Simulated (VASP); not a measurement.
# Hf (P6/mmm) in VASP: notebook

Runs on Hf. Level: PBEsol. Tasks: single point.

Program: VASP 6.6.1. These are calculated values, not measurements. Logs are shortened: lines on timing, memory, paths and dates and some standing lists are left out, and cuts for length are marked.

### 1 The cell of the first run

It takes space group P6/mmm (No. 191, hexagonal). Conventional cell: a = 4.920 Å, b = 4.920 Å, c = 3.061 Å, α = 90.00°, β = 90.00°, γ = 120.00°. Within 4.0 Å of Hf (site symmetry 6/mmm) lie 14 Hf at 3.06 to 3.23 Å. Within 3.7 Å of Hf (site symmetry -6m2) lie 11 Hf at 2.84 to 3.23 Å.

This isn't the form of Hf at room conditions, which is hcp.

### 2 Single point, PBEsol (21.39 Å³/atom)

INCAR

```
SYSTEM = Hf
  PREC = Accurate
  ENCUT = 520
  EDIFF = 1E-6
  ISMEAR = -1
  SIGMA = 0.1
  LREAL = .FALSE.
  LASPH = .TRUE.
  NELM = 80
  ALGO = Normal
  ISIF = 2
  LWAVE = .FALSE.
  LCHARG = .FALSE.
  GGA = PS
  NBANDS = 22
```

KPOINTS

```
regular mesh
0
G
  8 8 12
  0 0 0
```

POSCAR

```
Hf
1.0
    4.9197278107      0.0000000000      0.0000000000
   -2.4598639053      4.2606092638      0.0000000000
    0.0000000000      0.0000000000      3.0613783848
Hf
3
Direct
    0.0000000000      0.0000000000      0.0000000000
    0.3333333333      0.6666666667      0.5000000000
    0.6666666667      0.3333333333      0.5000000000
```

Potentials or basis: VASP PAW PBE potentials, release 64 (Hf_pv).

Launch:

```bash
> cat potpaw_PBE.64/Hf_pv/POTCAR > POTCAR
> mpirun -np 1 vasp_std > vasp.out
```

OUTCAR:

```text
SYSTEM = Hf
   PREC = Accurate
   ENCUT = 520
   EDIFF = 1E-6
   ISMEAR = -1
   LREAL = .FALSE.
   LASPH = .TRUE.
   NELM = 80
   ISIF = 2
   GGA = PS

 ion  position               nearest neighbor table
   1  0.000  0.000  0.000-   2 3.23   3 3.23   2 3.23   3 3.23   3 3.23   3 3.23   2 3.23   2 3.23
                             3 3.23   3 3.23   2 3.23   2 3.23
   2  0.333  0.667  0.500-   3 2.84   3 2.84   3 2.84   1 3.23   1 3.23   1 3.23   1 3.23   1 3.23
                             1 3.23
   3  0.667  0.333  0.500-   2 2.84   2 2.84   2 2.84   1 3.23   1 3.23   1 3.23   1 3.23   1 3.23
                             1 3.23

  LATTYP: Found a hexagonal cell.
 ALAT       =     4.9197278107
 C/A-ratio  =     0.6222658047

  Lattice vectors:

 A1 = (   4.9197278107,   0.0000000000,   0.0000000000)
 A2 = (  -2.4598639053,   4.2606092638,   0.0000000000)
 A3 = (   0.0000000000,   0.0000000000,   3.0613783848)

Analysis of symmetry for initial positions (statically):
=====================================================================
 Subroutine PRICEL returns:
 Original cell was already a primitive cell.

 Routine SETGRP: Setting up the symmetry group for a
 hexagonal supercell.

 Subroutine GETGRP returns: Found 24 space group operations
 (whereof 24 operations were pure point group operations)
 out of a pool of 24 trial point group operations.

The static configuration has the point symmetry D_6h.

Analysis of symmetry for dynamics (positions and initial velocities):
=====================================================================
 Subroutine PRICEL returns:
 Original cell was already a primitive cell.

 Routine SETGRP: Setting up the symmetry group for a
 hexagonal supercell.

 Subroutine GETGRP returns: Found 24 space group operations
 (whereof 24 operations were pure point group operations)
 out of a pool of 24 trial point group operations.

The dynamic configuration has the point symmetry D_6h.

 Subroutine INISYM returns: Found 24 space group operations
 (whereof 24 operations are pure point group operations),
 and found     1 'primitive' translations

----------------------------------------------------------------------------------------

                                     Primitive cell

  volume of cell :      64.1697

  direct lattice vectors                    reciprocal lattice vectors
     4.919727811  0.000000000  0.000000000     0.203263278  0.117354108  0.000000000
    -2.459863905  4.260609264  0.000000000     0.000000000  0.234708216  0.000000000
     0.000000000  0.000000000  3.061378385     0.000000000  0.000000000  0.326650245

  length of vectors
     4.919727811  4.919727811  3.061378385     0.234708216  0.234708216  0.326650245

  position of ions in fractional coordinates (direct lattice)
     0.000000000  0.000000000  0.000000000
     0.333333333  0.666666667  0.500000000
     0.666666667  0.333333333  0.500000000

  ion indices of the primitive-cell ions
   primitive index   ion index
                 1           1
                 2           2
                 3           3

----------------------------------------------------------------------------------------

 KPOINTS: regular mesh

Automatic generation of k-mesh.
 Grid dimensions read from file:
 generate k-points for:    8    8   12

 Generating k-lattice:

  Cartesian coordinates                     Fractional coordinates (reciprocal lattice)
     0.025407910  0.014669264  0.000000000     0.125000000 -0.000000000  0.000000000
     0.000000000  0.029338527  0.000000000     0.000000000  0.125000000  0.000000000
     0.000000000  0.000000000  0.027220854     0.000000000  0.000000000  0.083333333

  Length of vectors
     0.029338527  0.029338527  0.027220854

  Shift w.r.t. Gamma in fractional coordinates (k-lattice)
     0.000000000  0.000000000  0.000000000

 Subroutine IBZKPT returns following result:
 ===========================================

 Found     70 irreducible k-points:

 Following reciprocal coordinates:
            Coordinates               Weight
  0.000000  0.000000  0.000000      1.000000
  0.125000  0.000000  0.000000      6.000000
  0.250000  0.000000  0.000000      6.000000
  0.375000 -0.000000  0.000000      6.000000
  0.500000  0.000000  0.000000      3.000000
  0.125000  0.125000  0.000000      6.000000
[... 16 lines left out ...]
  0.250000  0.000000  0.166667     12.000000
  0.375000 -0.000000  0.166667     12.000000
 [... further k-points ...]
   k-points           NKPTS =     70   k-points in BZ     NKDIM =     70   number of bands    NBANDS=     22
   number of dos      NEDOS =    301   number of ions     NIONS =      3
   total plane-waves  NPLWV =  38400
   dimension x,y,z NGX =    40 NGY =   40 NGZ =   24
   dimension x,y,z NGXF=    80 NGYF=   80 NGZF=   48
   ions per type =               3
   NGX,Y,Z   is equivalent  to a cutoff of  13.52, 13.52, 13.03 a.u.
   NGXF,Y,Z  is equivalent  to a cutoff of  27.03, 27.03, 26.07 a.u.
 SYSTEM =  Hf
   PREC   = accura    normal or accurate (medium, high low for compatibility)
   ISTART =      0    job   : 0-new  1-cont  2-samecut
   ICHARG =      2    charge: 1-file 2-atom 10-const
   ISPIN  =      1    spin polarized calculation?
   LNONCOLLINEAR =      F non collinear calculations
   LSORBIT =      F    spin-orbit coupling
   LASPH  =      T    aspherical Exc in radial PAW
   ENCUT  =  520.0 eV  38.22 Ry    6.18 a.u.   9.15  9.15  5.69*2*pi/ulx,y,z
   NELM   =     80;   NELMIN=  2; NELMDL= -5     # of ELM steps
   EDIFF  = 0.1E-05   stopping-criterion for ELM
   LREAL  =      F    real-space projection
   EDIFFG = 0.1E-04   stopping-criterion for IOM
   NSW    =      0    number of steps for IOM
   IBRION =     -1    ionic relax: 0-MD 1-quasi-New 2-CG
   NFREE  =      0    steps in history (QN), initial steepest desc. (CG)
   ISIF   =      2    stress and relaxation
   ISYM   =      2    0-nonsym 1-usesym 2-fastsym
   POTIM  = 0.5000    time-step for ionic-motion
   TEBEG  =    0.0;   TEEND  =   0.0 temperature during run
   PSTRESS=    0.0 pullay stress
   NELECT =      30.0000    total number of electrons
   NUPDOWN=      -1.0000    fix difference up-down
   EMIN   =  10.00;   EMAX   =-10.00  energy-range for DOS
   EFERMI =   0.00;   METHOD = LEGACY
   ISMEAR =    -1;   SIGMA  =   0.10  broadening in eV -4-tet -1-fermi 0-gaus
   EFERMI_NEDOS =   21; number of points for ismear=-14 and -15
   IALGO  =     38    algorithm
   IMIX   =      4    mixing-type and parameters
     AMIX     =   0.40;   BMIX     =  1.00
     AMIX_MAG =   1.60;   BMIX_MAG =  1.00
  volume/ion in A,a.u.               =      21.39       144.35
  Fermi-wavevector in a.u.,A,eV,Ry     =   1.270590  2.401066 21.965220  1.614398
  Thomas-Fermi vector in A             =   2.403569
   LORBIT       =      0    0 simple, 1 ext, 2 COOP (PROOUT), +10 PAW based schemes
   GGA     = PS    functional components
   LHFCALC =     F    Hartree Fock is set to
   AEXX    =    0.0000 exact exchange contribution
   IVDW    =     0    specifies the selected vdW correction
   LEPSILON=     F    determine dielectric tensor
   LRPA    =     F    only Hartree local field effects (RPA)
 non-spin polarized calculation
  energy-cutoff  :      520.00
  volume of cell :       64.17
 maximum number of plane-waves:      1752
 NGX is ok and might be reduce to    40
   NGX = 19   NGY = 19   NGZ = 11

 number of electron      30.0000003 magnetization

 Free energy of the ion-electron system (eV)
  ---------------------------------------------------
  ext. energy  EPLUGINS =         0.00000000
  ---------------------------------------------------
  free energy    TOTEN  =       -31.44705854 eV

  energy without entropy =      -31.36268770  energy(sigma->0) =      -31.40487312

 E-fermi :   4.8650     XC(G=0): -11.5964

 val. band max:        4.8545340154   @ k =   0.3750   0.2500   0.4167
 cond. band min:       4.8698302438   @ k =   0.2500   0.1250   0.0833
 fundamental gap:      0.0152962284
 Fermi energy:         4.8649855338

 k-point     1 :       0.0000    0.0000    0.0000
  band No.  band energies     occupation
      1     -25.7136      2.00000
      2     -25.7136      2.00000
      3     -25.6963      2.00000
      4     -25.6963      2.00000
      5     -25.2716      2.00000
      6     -25.0167      2.00000
[... 14 lines left out ...]
     21       7.8149      0.00000
     22       7.8445      0.00000

 k-point     2 :       0.1250    0.0000    0.0000
  band No.  band energies     occupation
      1     -25.8170      2.00000
      2     -25.7940      2.00000
      3     -25.5898      2.00000
      4     -25.5736      2.00000
      5     -25.2639      2.00000
      6     -25.0189      2.00000
[... 14 lines left out ...]
     21       7.3418      0.00000
     22       8.5076      0.00000

 k-point     3 :       0.2500    0.0000    0.0000
  band No.  band energies     occupation
      1     -25.9096      2.00000
      2     -25.8098      2.00000
      3     -25.4893      2.00000
      4     -25.4581      2.00000
      5     -25.2442      2.00000
      6     -25.0235      2.00000
[... 14 lines left out ...]
     21       7.7728      0.00000
     22       9.2489      0.00000

 k-point     4 :       0.3750   -0.0000    0.0000
  band No.  band energies     occupation
      1     -25.9706      2.00000
      2     -25.7490      2.00000
      3     -25.4515      2.00000
      4     -25.4199      2.00000
      5     -25.2225      2.00000
      6     -25.0844      2.00000
[... 14 lines left out ...]
     21       8.6088      0.00000
     22       8.8454      0.00000

 k-point     5 :       0.5000    0.0000    0.0000
  band No.  band energies     occupation
      1     -25.9918      2.00000
      2     -25.6746      2.00000
      3     -25.5222      2.00000
      4     -25.3949      2.00000
      5     -25.2127      2.00000
      6     -25.0911      2.00000
[... 417 lines left out ...]
 k-point    22 :       0.1250    0.0000    0.1667
  band No.  band energies     occupation
      1     -25.7781      2.00000
      2     -25.7588      2.00000
      3     -25.5779      2.00000
      4     -25.5659      2.00000
      5     -25.4017      2.00000
      6     -25.1914      2.00000
[... 14 lines left out ...]
     21       7.2375      0.00000
     22       8.8976      0.00000

 k-point    23 :       0.2500    0.0000    0.1667
  band No.  band energies     occupation
      1     -25.8621      2.00000
      2     -25.7795      2.00000
      3     -25.4928      2.00000
      4     -25.4763      2.00000
      5     -25.3861      2.00000
      6     -25.1824      2.00000
[... 14 lines left out ...]
     21       7.5361      0.00000
     22       9.4743      0.00000

 k-point    24 :       0.3750   -0.0000    0.1667
  band No.  band energies     occupation
      1     -25.9180      2.00000
      2     -25.7359      2.00000
      3     -25.5039      2.00000
      4     -25.4360      2.00000
      5     -25.3336      2.00000
      6     -25.1540      2.00000
[... 14 lines left out ...]
     21       8.2487      0.00000
     22       8.7753      0.00000

 [... further k-points ...]

------------------------ aborting loop because EDIFF is reached ----------------------------------------

  FORCE on cell =-STRESS in cart. coord.  units (eV):
  Direction    XX          YY          ZZ          XY          YZ          ZX
  --------------------------------------------------------------------------------------
  -------------------------------------------------------------------------------------
  Total       -0.1541442     -0.1541442     -0.0489565     -0.0000000      0.0000000      0.0000000
  in kB       -3.8486466     -3.8486466     -1.2223365     -0.0000000      0.0000000      0.0000000
  external PRESSURE =      -2.9732099 kB  Pullay stress =       0.0000000 kB

 VOLUME and BASIS-vectors are now :
 -----------------------------------------------------------------------------
  energy-cutoff  :      520.00
  volume of cell :       64.17
      direct lattice vectors                 reciprocal lattice vectors
     4.919727811  0.000000000  0.000000000     0.203263278  0.117354108  0.000000000
    -2.459863905  4.260609264  0.000000000     0.000000000  0.234708216  0.000000000
     0.000000000  0.000000000  3.061378385     0.000000000  0.000000000  0.326650245

 POSITION                                       TOTAL-FORCE (eV/Angst)
 -----------------------------------------------------------------------------------
      0.00000      0.00000      0.00000         0.000000      0.000000      0.000000
     -0.00000      2.84041      1.53069         0.000000     -0.000000      0.000000
      2.45986      1.42020      1.53069        -0.000000      0.000000     -0.000000
 -----------------------------------------------------------------------------------
    total drift:                                0.000000     -0.000000      0.000000

  FREE ENERGIE OF THE ION-ELECTRON SYSTEM (eV)
  ---------------------------------------------------
  free  energy   TOTEN  =       -31.4470585366 eV

  energy  without entropy=      -31.3626876999  energy(sigma->0) =      -31.40487312
```

It took 1.9 min on 1 thread of Intel Xeon 8259CL, shared host; peak memory 0.23 GiB.

What came out:

```
Free energy            : -31.4471 eV
Pressure               : -0.3 GPa
Band gap on the k mesh : zero (bands 15 and 16 overlap by 0.97 eV)
```

Levels at points of the mesh, in eV from the Fermi level:
| k point | band 13 | band 14 | band 15 | band 16 | band 17 | band 18 |
| --- | --- | --- | --- | --- | --- | --- |
| (0.00, 0.00, 0.00) | -0.61 | -0.61 | -0.57 | -0.57 | 1.13 | 2.19 |
| (0.50, 0.00, 0.00) | -0.49 | -0.44 | -0.37 | 0.18 | 0.89 | 1.23 |
| (0.00, 0.00, 0.50) | -2.16 | -1.95 | -1.95 | 1.42 | 1.42 | 2.09 |
| (0.50, 0.00, 0.50) | -1.46 | -0.79 | -0.68 | 0.58 | 0.63 | 1.14 |

Caveat: the PAW data sets were made with another functional, which shifts forces and pressure a little; spin-orbit coupling is left out, which moves the levels of the heavy elements.

[end of part 1 of 3]
